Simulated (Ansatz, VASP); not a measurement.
# Mg2Cd3O5: VASP beside Ansatz

```
Mg Cd O
1.0
    -1.63346    1.63346   11.48495
     1.63346   -1.63346   11.48495
     1.63346    1.63346  -11.48495
Mg Cd O
2 3 5
Direct
  0.90233 0.90233 0.00000
  0.09767 0.09767 0.00000
  0.69877 0.69877 0.00000
  0.30123 0.30123 0.00000
  0.50000 0.50000 0.00000
  0.80734 0.80734 0.00000
  0.40121 0.40121 0.00000
  0.00000 0.00000 0.00000
  0.59879 0.59879 0.00000
  0.19266 0.19266 0.00000
```

Alike in both runs: functional PBE; k mesh 8 × 8 × 8; occupations gaussian, width 0.1 eV; no spin polarisation.

Ansatz relaxed the structure, and its values are those at the end. VASP's run is a single point on that final structure, the one shown.

```csv
,VASP,Ansatz
version,VASP 6.6.1,Ansatz 0.2.0
potentials or method,"VASP PAW PBE potentials, release 64 (Mg, Cd, O), cutoff 520 eV","scalar-relativistic, plane waves, PAW"
valence electrons in the cell,70,110
```

```csv
,VASP,Ansatz,Ansatz less VASP
gap on the k mesh at the Fermi level (eV),0.13,0.15,+0.020
least direct gap on the mesh (eV),1.39,1.42,+0.036
pressure (GPa),0.8,0.0,-0.83
rms of the force components (eV/Å),0.014,0.002,-0.0120
```

VASP's potentials hold 70 valence electrons a cell and Ansatz's 110, so a difference there can come from the potentials and not from the codes.
